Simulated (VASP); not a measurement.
# MgSnSb2 (P-4m2) in VASP: settings compared

MgSnSb2 is run at these levels: PBE, r2SCAN; tasks: single point.

Program: VASP 6.6.1. These are calculated values, not measurements. Logs are shortened: lines on timing, memory, paths and dates and some standing lists are left out, and cuts for length are marked.

**1. The cell of the first run**

The structure is tetragonal, space group P-4m2 (No. 115). Conventional cell: a = 4.752 Å, b = 4.752 Å, c = 6.714 Å, α = 90.00°, β = 90.00°, γ = 90.00°. Mg (site symmetry -4m2) has 4 Sb at 2.87 Å within 3.8 Å. Sb (site symmetry 2mm) has 2 Mg at 2.87 Å and 2 Sn at 2.94 Å within 3.8 Å. Within 3.9 Å of Sn (site symmetry -4m2) lie 4 Sb at 2.94 Å.

**2. Single point, PBE (37.90 Å³/atom)**

Input file INCAR:

```
PREC = Accurate ; ENCUT = 520
EDIFF = 1E-6 ; ISMEAR = -1
SIGMA = 0.02 ; LREAL = F
LASPH = T ; NELM = 60
ALGO = Normal ; ISIF = 2
LWAVE = F ; LCHARG = F
GGA = PE ; NBANDS = 21
```

Input file KPOINTS:

```
regular mesh
0
Gamma
  4 4 4
```

Input file POSCAR:

```
MgSnSb2
1.0
    4.7518220785      0.0000000000      0.0000000000
    0.0000000000      4.7518220785      0.0000000000
    0.0000000000      0.0000000000      6.7141150129
Mg Sb Sn
1 2 1
Direct
    0.0000000000      0.0000000000      0.0000000000
    0.0000000000      0.5000000000      0.2409840633
    0.5000000000      0.0000000000      0.7590159367
    0.5000000000      0.5000000000      0.5000000000
```

Potentials or basis: VASP PAW PBE potentials, release 64 (Mg, Sb, Sn_d).

Started as:

```
$ cat potpaw_PBE.64/Mg/POTCAR potpaw_PBE.64/Sb/POTCAR potpaw_PBE.64/Sn_d/POTCAR > POTCAR
$ mpirun -np 1 vasp_std > vasp.out
```

OUTCAR:

```text
PREC = Accurate
   ENCUT = 520
   EDIFF = 1E-6
   ISMEAR = -1
   LREAL = F
   LASPH = T
   NELM = 60
   ISIF = 2
   GGA = PE

 ion  position               nearest neighbor table
   1  0.000  0.000  0.000-   2 2.87   3 2.87   2 2.87   3 2.87
   2  0.000  0.500  0.241-   1 2.87   1 2.87   4 2.94   4 2.94
   3  0.500  0.000  0.759-   1 2.87   1 2.87   4 2.94   4 2.94
   4  0.500  0.500  0.500-   2 2.94   3 2.94   3 2.94   2 2.94

  LATTYP: Found a simple tetragonal cell.
 ALAT       =     4.7518220785
 C/A-ratio  =     1.4129558940

  Lattice vectors:

 A1 = (   4.7518220785,   0.0000000000,   0.0000000000)
 A2 = (   0.0000000000,   4.7518220785,   0.0000000000)
 A3 = (   0.0000000000,   0.0000000000,   6.7141150129)

Analysis of symmetry for initial positions (statically):
=====================================================================
 Subroutine PRICEL returns:
 Original cell was already a primitive cell.

 Routine SETGRP: Setting up the symmetry group for a
 simple tetragonal supercell.

 Subroutine GETGRP returns: Found  8 space group operations
 (whereof  8 operations were pure point group operations)
 out of a pool of 16 trial point group operations.

The static configuration has the point symmetry D_2d.

Analysis of symmetry for dynamics (positions and initial velocities):
=====================================================================
 Subroutine PRICEL returns:
 Original cell was already a primitive cell.

 Routine SETGRP: Setting up the symmetry group for a
 simple tetragonal supercell.

 Subroutine GETGRP returns: Found  8 space group operations
 (whereof  8 operations were pure point group operations)
 out of a pool of 16 trial point group operations.

The dynamic configuration has the point symmetry D_2d.

 Subroutine INISYM returns: Found  8 space group operations
 (whereof  8 operations are pure point group operations),
 and found     1 'primitive' translations

----------------------------------------------------------------------------------------

                                     Primitive cell

  volume of cell :     151.6035

  direct lattice vectors                    reciprocal lattice vectors
     4.751822079  0.000000000  0.000000000     0.210445590  0.000000000  0.000000000
     0.000000000  4.751822079  0.000000000     0.000000000  0.210445590  0.000000000
     0.000000000  0.000000000  6.714115013     0.000000000  0.000000000  0.148939957

  length of vectors
     4.751822079  4.751822079  6.714115013     0.210445590  0.210445590  0.148939957

  position of ions in fractional coordinates (direct lattice)
     0.000000000  0.000000000  0.000000000
     0.000000000  0.500000000  0.240984063
     0.500000000  0.000000000  0.759015937
     0.500000000  0.500000000  0.500000000

  ion indices of the primitive-cell ions
   primitive index   ion index
                 1           1
                 2           2
                 3           3
                 4           4

----------------------------------------------------------------------------------------

 KPOINTS: regular mesh

Automatic generation of k-mesh.
 Grid dimensions read from file:
 generate k-points for:    4    4    4

 Generating k-lattice:

  Cartesian coordinates                     Fractional coordinates (reciprocal lattice)
     0.052611397  0.000000000  0.000000000     0.250000000  0.000000000  0.000000000
     0.000000000  0.052611397  0.000000000     0.000000000  0.250000000  0.000000000
     0.000000000  0.000000000  0.037234989     0.000000000  0.000000000  0.250000000

  Length of vectors
     0.052611397  0.052611397  0.037234989

  Shift w.r.t. Gamma in fractional coordinates (k-lattice)
     0.000000000  0.000000000  0.000000000

 Subroutine IBZKPT returns following result:
 ===========================================

 Found     18 irreducible k-points:

 Following reciprocal coordinates:
            Coordinates               Weight
  0.000000  0.000000  0.000000      1.000000
  0.250000  0.000000  0.000000      4.000000
  0.500000  0.000000  0.000000      2.000000
  0.250000  0.250000  0.000000      4.000000
  0.500000  0.250000  0.000000      4.000000
  0.500000  0.500000  0.000000      1.000000
[... 10 lines left out ...]
  0.500000  0.250000  0.500000      4.000000
  0.500000  0.500000  0.500000      1.000000
   k-points           NKPTS =     18   k-points in BZ     NKDIM =     18   number of bands    NBANDS=     21
   number of dos      NEDOS =    301   number of ions     NIONS =      4
   total plane-waves  NPLWV =  64800
   dimension x,y,z NGX =    36 NGY =   36 NGZ =   50
   dimension x,y,z NGXF=    72 NGYF=   72 NGZF=  100
   ions per type =               1   2   1
   NGX,Y,Z   is equivalent  to a cutoff of  12.59, 12.59, 12.38 a.u.
   NGXF,Y,Z  is equivalent  to a cutoff of  25.19, 25.19, 24.76 a.u.
 SYSTEM =  unknown system
   PREC   = accura    normal or accurate (medium, high low for compatibility)
   ISTART =      0    job   : 0-new  1-cont  2-samecut
   ICHARG =      2    charge: 1-file 2-atom 10-const
   ISPIN  =      1    spin polarized calculation?
   LNONCOLLINEAR =      F non collinear calculations
   LSORBIT =      F    spin-orbit coupling
   LASPH  =      T    aspherical Exc in radial PAW
   ENCUT  =  520.0 eV  38.22 Ry    6.18 a.u.   8.84  8.84 12.48*2*pi/ulx,y,z
   NELM   =     60;   NELMIN=  2; NELMDL= -5     # of ELM steps
   EDIFF  = 0.1E-05   stopping-criterion for ELM
   LREAL  =      F    real-space projection
[... 7 lines left out ...]
   TEBEG  =    0.0;   TEEND  =   0.0 temperature during run
   PSTRESS=    0.0 pullay stress
   NELECT =      26.0000    total number of electrons
   NUPDOWN=      -1.0000    fix difference up-down
   EMIN   =  10.00;   EMAX   =-10.00  energy-range for DOS
   EFERMI =   0.00;   METHOD = LEGACY
   ISMEAR =    -1;   SIGMA  =   0.02  broadening in eV -4-tet -1-fermi 0-gaus
   EFERMI_NEDOS =   21; number of points for ismear=-14 and -15
   IALGO  =     38    algorithm
   IMIX   =      4    mixing-type and parameters
     AMIX     =   0.40;   BMIX     =  1.00
     AMIX_MAG =   1.60;   BMIX_MAG =  1.00
  volume/ion in A,a.u.               =      37.90       255.77
  Fermi-wavevector in a.u.,A,eV,Ry     =   0.909556  1.718812 11.255999  0.827293
  Thomas-Fermi vector in A             =   2.033615
   LORBIT       =      0    0 simple, 1 ext, 2 COOP (PROOUT), +10 PAW based schemes
   GGA     = PE    functional components
   LHFCALC =     F    Hartree Fock is set to
   AEXX    =    0.0000 exact exchange contribution
   IVDW    =     0    specifies the selected vdW correction
   LEPSILON=     F    determine dielectric tensor
   LRPA    =     F    only Hartree local field effects (RPA)
 non-spin polarized calculation
  energy-cutoff  :      520.00
  volume of cell :      151.60
 maximum number of plane-waves:      4129
 NGX is ok and might be reduce to    36
   NGX = 17   NGY = 17   NGZ = 25

 number of electron      26.0000011 magnetization

 Free energy of the ion-electron system (eV)
  ---------------------------------------------------
  ext. energy  EPLUGINS =         0.00000000
  ---------------------------------------------------
  free energy    TOTEN  =       -14.01167987 eV

  energy without entropy =      -14.01019960  energy(sigma->0) =      -14.01093973

 E-fermi :   3.0441     XC(G=0):  -7.9107

 val. band max:        3.0223208580   @ k =   0.2500   0.0000   0.0000
 cond. band min:       3.1454103254   @ k =   0.0000   0.0000   0.0000
 fundamental gap:      0.1230894674
 Fermi energy:         3.0440839035

 k-point     1 :       0.0000    0.0000    0.0000
  band No.  band energies     occupation
      1     -18.3226      2.00000
      2     -18.3226      2.00000
      3     -18.3188      2.00000
      4     -18.3118      2.00000
      5     -18.2916      2.00000
      6      -6.9129      2.00000
[... 13 lines left out ...]
     20       9.0499      0.00000
     21      10.6887      0.00000

 k-point     2 :       0.2500    0.0000    0.0000
  band No.  band energies     occupation
      1     -18.3249      2.00000
      2     -18.3225      2.00000
      3     -18.3162      2.00000
      4     -18.3110      2.00000
      5     -18.2921      2.00000
      6      -6.6355      2.00000
[... 13 lines left out ...]
     20       9.4053      0.00000
     21       9.4814      0.00000

 k-point     3 :       0.5000    0.0000    0.0000
  band No.  band energies     occupation
      1     -18.3266      2.00000
      2     -18.3225      2.00000
      3     -18.3147      2.00000
      4     -18.3096      2.00000
      5     -18.2926      2.00000
      6      -6.1744      2.00000
[... 13 lines left out ...]
     20       8.5084      0.00000
     21       8.5596      0.00000

 k-point     4 :       0.2500    0.2500    0.0000
  band No.  band energies     occupation
      1     -18.3249      2.00000
      2     -18.3245      2.00000
      3     -18.3131      2.00000
      4     -18.3108      2.00000
      5     -18.2927      2.00000
      6      -6.3488      2.00000
[... 13 lines left out ...]
     20       8.0986      0.00000
     21       8.8470      0.00000

 k-point     5 :       0.5000    0.2500    0.0000
  band No.  band energies     occupation
      1     -18.3265      2.00000
      2     -18.3246      2.00000
      3     -18.3116      2.00000
      4     -18.3095      2.00000
      5     -18.2932      2.00000
      6      -5.8516      2.00000
[... 13 lines left out ...]
     20       8.8560      0.00000
     21       9.7641      0.00000
[... 238 lines left out ...]
     20       9.2443      0.00000
     21       9.3701      0.00000

 k-point    16 :       0.2500    0.2500    0.5000
  band No.  band energies     occupation
      1     -18.3250      2.00000
      2     -18.3246      2.00000
      3     -18.3131      2.00000
      4     -18.3108      2.00000
      5     -18.2927      2.00000
      6      -6.1655      2.00000
[... 13 lines left out ...]
     20       8.2236      0.00000
     21       8.3133      0.00000

 k-point    17 :       0.5000    0.2500    0.5000
  band No.  band energies     occupation
      1     -18.3265      2.00000
      2     -18.3246      2.00000
      3     -18.3115      2.00000
      4     -18.3095      2.00000
      5     -18.2932      2.00000
      6      -5.8086      2.00000
[... 13 lines left out ...]
     20       8.5363      0.00000
     21       9.5374      0.00000

 k-point    18 :       0.5000    0.5000    0.5000
  band No.  band energies     occupation
      1     -18.3264      2.00000
      2     -18.3264      2.00000
      3     -18.3099      2.00000
      4     -18.3082      2.00000
      5     -18.2938      2.00000
      6      -5.2872      2.00000
[... 13 lines left out ...]
     20       8.0738      0.00000
     21       8.6477      0.00000

------------------------ aborting loop because EDIFF is reached ----------------------------------------

  FORCE on cell =-STRESS in cart. coord.  units (eV):
  Direction    XX          YY          ZZ          XY          YZ          ZX
  --------------------------------------------------------------------------------------
  -------------------------------------------------------------------------------------
  Total       -1.5197950     -1.5197950     -1.8137085      0.0000000      0.0000000      0.0000000
  in kB      -16.0615135    -16.0615135    -19.1676539      0.0000000      0.0000000      0.0000000
  external PRESSURE =     -17.0968936 kB  Pullay stress =       0.0000000 kB

 VOLUME and BASIS-vectors are now :
 -----------------------------------------------------------------------------
  energy-cutoff  :      520.00
  volume of cell :      151.60
      direct lattice vectors                 reciprocal lattice vectors
     4.751822079  0.000000000  0.000000000     0.210445590  0.000000000  0.000000000
     0.000000000  4.751822079  0.000000000     0.000000000  0.210445590  0.000000000
     0.000000000  0.000000000  6.714115013     0.000000000  0.000000000  0.148939957

 POSITION                                       TOTAL-FORCE (eV/Angst)
 -----------------------------------------------------------------------------------
      0.00000      0.00000      0.00000         0.000000     -0.000000      0.000000
      0.00000      2.37591      1.61799         0.000000      0.000000      0.074661
      2.37591      0.00000      5.09612         0.000000     -0.000000     -0.074661
      2.37591      2.37591      3.35706        -0.000000     -0.000000      0.000000
 -----------------------------------------------------------------------------------
    total drift:                                0.000000      0.000000      0.000000

  FREE ENERGIE OF THE ION-ELECTRON SYSTEM (eV)
  ---------------------------------------------------
  free  energy   TOTEN  =       -14.0116798680 eV

  energy  without entropy=      -14.0101995982  energy(sigma->0) =      -14.01093973
```

Run time: 81 s. Hardware: 1 thread of Intel Xeon 8259CL, shared host; peak memory 0.28 GiB.

Results:

```yaml
Free_energy: -14.0117 eV
Pressure: -1.7 GPa
Largest_force: 0.075 eV/Å
Band_gap_on_the_k_mesh: zero (bands 13 and 14 overlap by 0.22 eV)
```

Forces on the atoms (eV/Å):
```
Mg   0.000  0.000  0.000
Sb   0.000  0.000  0.075
Sb   0.000  0.000 -0.075
Sn   0.000  0.000  0.000
```

Caveat: semilocal functionals underestimate gaps, and a narrow one can read as zero; spin-orbit coupling is left out, which moves the levels of the heavy elements.

**3. Single point, r2SCAN (32.60 Å³/atom)**

This run uses another cell than the first one, of 32.60 Å³/atom.

Input file POSCAR:

```
MgSnSb2
1.0
    4.5065669248      0.0000000000      0.0000000000
    0.0000000000      4.5065669248      0.0000000000
    0.0000000000      0.0000000000      6.4214204541
Mg Sb Sn
1 2 1
Direct
    0.0000000000      0.0000000000      0.0000000000
    0.0000000000      0.5000000000      0.2428810293
    0.5000000000      0.0000000000      0.7571189707
    0.5000000000      0.5000000000      0.5000000000
```

Input file INCAR.step1:

```
SYSTEM = MgSnSb2
PREC     = Accurate       ! precision mode
ENCUT    = 520            ! plane-wave cutoff, eV
ISMEAR   = -1             ! smearing method
SIGMA    = 0.02           ! smearing width, eV
LREAL    = .FALSE.        ! projectors in reciprocal space
LASPH    = .TRUE.         ! aspherical terms in the spheres
NELM     = 80             ! most SCF steps
NBANDS   = 21             ! bands
GGA      = PE             ! functional
ALGO     = Normal         ! electronic algorithm
EDIFF    = 1E-4           ! SCF threshold, eV
LWAVE    = .TRUE.         ! write WAVECAR
LCHARG   = .FALSE.        ! write CHGCAR
```

Input file INCAR.step2:

```
SYSTEM = MgSnSb2
PREC     = Accurate       ! precision mode
ENCUT    = 520            ! plane-wave cutoff, eV
EDIFF    = 1E-6           ! SCF threshold, eV
ISMEAR   = -1             ! smearing method
SIGMA    = 0.02           ! smearing width, eV
LREAL    = .FALSE.        ! projectors in reciprocal space
LASPH    = .TRUE.         ! aspherical terms in the spheres
NELM     = 80             ! most SCF steps
ALGO     = Normal         ! electronic algorithm
ISIF     = 2              ! what is computed and relaxed
LWAVE    = .FALSE.        ! write WAVECAR
LCHARG   = .FALSE.        ! write CHGCAR
METAGGA  = R2SCAN         ! meta-GGA
LMIXTAU  = .TRUE.       
NBANDS   = 21             ! bands
ISTART   = 1
```

Input file KPOINTS:

```
Automatic mesh
0
G
  4 4 4
  0 0 0
```

Potentials or basis: VASP PAW PBE potentials, release 64 (Mg, Sb, Sn_d).

Started as:

```
$ cat potpaw_PBE.64/Mg/POTCAR potpaw_PBE.64/Sb/POTCAR potpaw_PBE.64/Sn_d/POTCAR > POTCAR
$ cp INCAR.step1 INCAR
$ mpirun -np 1 vasp_std > vasp.out
$ cp INCAR.step2 INCAR
$ mpirun -np 1 vasp_std > vasp.out
```

OUTCAR:

```text
SYSTEM = MgSnSb2
   PREC = Accurate
   ENCUT = 520
   EDIFF = 1E-6
   ISMEAR = -1
   LREAL = .FALSE.
   LASPH = .TRUE.
   NELM = 80
   ISIF = 2
   METAGGA = R2SCAN
   ISTART = 1

 ion  position               nearest neighbor table
   1  0.000  0.000  0.000-   2 2.74   3 2.74   2 2.74   3 2.74
   2  0.000  0.500  0.243-   1 2.74   1 2.74   4 2.79   4 2.79
   3  0.500  0.000  0.757-   1 2.74   1 2.74   4 2.79   4 2.79
   4  0.500  0.500  0.500-   2 2.79   3 2.79   3 2.79   2 2.79

  LATTYP: Found a simple tetragonal cell.
 ALAT       =     4.5065669248
 C/A-ratio  =     1.4249029386

  Lattice vectors:

 A1 = (   4.5065669248,   0.0000000000,   0.0000000000)
 A2 = (   0.0000000000,   4.5065669248,   0.0000000000)
 A3 = (   0.0000000000,   0.0000000000,   6.4214204541)

Analysis of symmetry for initial positions (statically):
=====================================================================
 Subroutine PRICEL returns:
 Original cell was already a primitive cell.

 Routine SETGRP: Setting up the symmetry group for a
 simple tetragonal supercell.
[... 160 lines left out ...]
  free energy    TOTEN  =       -80.91260971 eV

  energy without entropy =      -80.91220501  energy(sigma->0) =      -80.91240736

 E-fermi :   4.3628     XC(G=0):  -8.9742

 val. band max:        4.2970162531   @ k =   0.0000   0.0000   0.0000
 cond. band min:       4.4329306865   @ k =   0.5000   0.0000   0.5000
 fundamental gap:      0.1359144333
 Fermi energy:         4.3627798193

 k-point     1 :       0.0000    0.0000    0.0000
  band No.  band energies     occupation
      1     -18.0501      2.00000
      2     -18.0501      2.00000
      3     -18.0490      2.00000
      4     -18.0206      2.00000
      5     -17.9851      2.00000
      6      -7.0361      2.00000
[... 421 lines left out ...]
     20      10.2102      0.00000
     21      10.2502      0.00000

------------------------ aborting loop because EDIFF is reached ----------------------------------------

  FORCE on cell =-STRESS in cart. coord.  units (eV):
  Direction    XX          YY          ZZ          XY          YZ          ZX
  --------------------------------------------------------------------------------------
  -------------------------------------------------------------------------------------
  Total        2.5481713      2.5481713      2.3567638      0.0000000      0.0000000      0.0000000
  in kB       31.3051968     31.3051968     28.9536878      0.0000000      0.0000000      0.0000000
  external PRESSURE =      30.5213605 kB  Pullay stress =       0.0000000 kB

 VOLUME and BASIS-vectors are now :
 -----------------------------------------------------------------------------
  energy-cutoff  :      520.00
  volume of cell :      130.41
      direct lattice vectors                 reciprocal lattice vectors
     4.506566925  0.000000000  0.000000000     0.221898402  0.000000000  0.000000000
     0.000000000  4.506566925  0.000000000     0.000000000  0.221898402  0.000000000
     0.000000000  0.000000000  6.421420454     0.000000000  0.000000000  0.155728784

 POSITION                                       TOTAL-FORCE (eV/Angst)
 -----------------------------------------------------------------------------------
      0.00000      0.00000      0.00000         0.000000     -0.000000      0.000000
      0.00000      2.25328      1.55964        -0.000000      0.000000     -0.130427
      2.25328      0.00000      4.86178         0.000000      0.000000      0.130427
      2.25328      2.25328      3.21071         0.000000      0.000000      0.000000
 -----------------------------------------------------------------------------------
    total drift:                                0.000000      0.000000      0.000000

  FREE ENERGIE OF THE ION-ELECTRON SYSTEM (eV)
  ---------------------------------------------------
  free  energy   TOTEN  =       -80.9126097088 eV

  energy  without entropy=      -80.9122050097  energy(sigma->0) =      -80.91240736
```

Run time: 4.4 min. Hardware: 1 thread of Intel Xeon 8259CL, shared host; peak memory 0.28 GiB.

What came out:

| Property | Result |
| --- | --- |
| Free energy | -80.9126 eV |
| Pressure | 3.1 GPa |
| Largest force | 0.130 eV/Å |
| Band gap on the k mesh | 0.14 eV (least direct gap 0.15 eV) |

Forces in eV/Å, atoms in the order of the input:
```
Mg   0.000  0.000  0.000
Sb   0.000  0.000 -0.130
Sb   0.000  0.000  0.130
Sn   0.000  0.000  0.000
```

Caveat: the cell stands under pressure; semilocal functionals underestimate gaps, and a narrow one can read as zero; the PAW data sets were made with another functional, which shifts forces and pressure a little; spin-orbit coupling is left out, which moves the levels of the heavy elements. A k mesh can miss the band edges.

The gap in the log of VASP goes by the Fermi energy; the results here count the filled bands.